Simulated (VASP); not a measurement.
Here is a VASP 6.6.1 calculation.

File INCAR:

```
PREC = Accurate
ENCUT = 700
EDIFF = 1E-6
ISMEAR = -1
SIGMA = 0.05
LREAL = False
LASPH = True
NELM = 200
ALGO = Normal
ISIF = 2
LWAVE = False
LCHARG = True
ISPIN = 2
MAGMOM = 2 0
LORBIT = 11
LMAXMIX = 4
GGA = PS
IVDW = 12
LELF = True
LVHAR = True
NBANDS = 22
GGA_COMPAT = False
```

KPOINTS

```
regular mesh
0
Gamma
  11 11 11
```

Contents of POSCAR:

```
CoO
1.0
    0.0000000000      2.1259898839      2.1259898839
    2.1259898839      0.0000000000      2.1259898839
    2.1259898839      2.1259898839      0.0000000000
Co O
1 1
Direct
    0.0000000000      0.0000000000      0.0000000000
    0.5000000000      0.5000000000      0.5000000000
```

Potentials or basis: VASP PAW PBE potentials, release 64 (Co_sv, O).

Command:

```console
$ cat potpaw_PBE.64/Co_sv/POTCAR potpaw_PBE.64/O/POTCAR > POTCAR
$ mpirun -np 1 vasp_std > vasp.out
```

(1) Predict the pressure.

(2) Predict the dispersion energy per atom.

Results:

(1) -1.1 GPa.

(2) -0.217 eV.

Caveat: the PAW data sets were made with another functional, which shifts forces and pressure a little; a cell with one magnetic atom can't hold antiferromagnetic order, which such compounds often take.
